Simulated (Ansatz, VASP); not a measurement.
Two plane-wave programs on KF

```xyz
2
Lattice="0.0000 2.5817 2.5817 2.4462 0.0000 2.5817 2.4462 2.5817 0.0000" Properties=species:S:1:pos:R:3 pbc="T T T"
K     0.0000    0.0000    0.0000
F     2.4462    2.5817    2.5817
```

Change from the starting cell: normal strain along x -0.0525, normal strain along z +0.0000.

Alike in both runs: task single point; functional LDA; k mesh 8 × 8 × 8; occupations gaussian, width 0.05 eV; no spin polarisation.

|  | VASP | Ansatz |
| --- | --- | --- |
| version | VASP 6.6.1 | Ansatz 0.2.0 |
| potentials or method | VASP PAW LDA potentials, release 64 (K_sv, F), cutoff 520 eV | scalar-relativistic, plane waves, PAW |
| valence electrons in the cell | 16 | 16 |

Ansatz gave:

| Item | Value |
| --- | --- |
| gap on the k mesh at the Fermi level (eV) | 6.52 |
| least direct gap on the mesh (eV) | 6.53 |
| pressure (GPa) | 3.1 |
| traceless stress, the component that is largest in VASP (GPa) | 4.18 |

**Question.** Which values does VASP return?

**Answer.** gap on the k mesh at the Fermi level (eV): 6.49; least direct gap on the mesh (eV): 6.51; pressure (GPa): 3.5; traceless stress, the component that is largest in VASP (GPa): 4.39.

LDA's correlation is that of Perdew and Zunger in VASP and of Perdew and Wang (1992) in Ansatz.
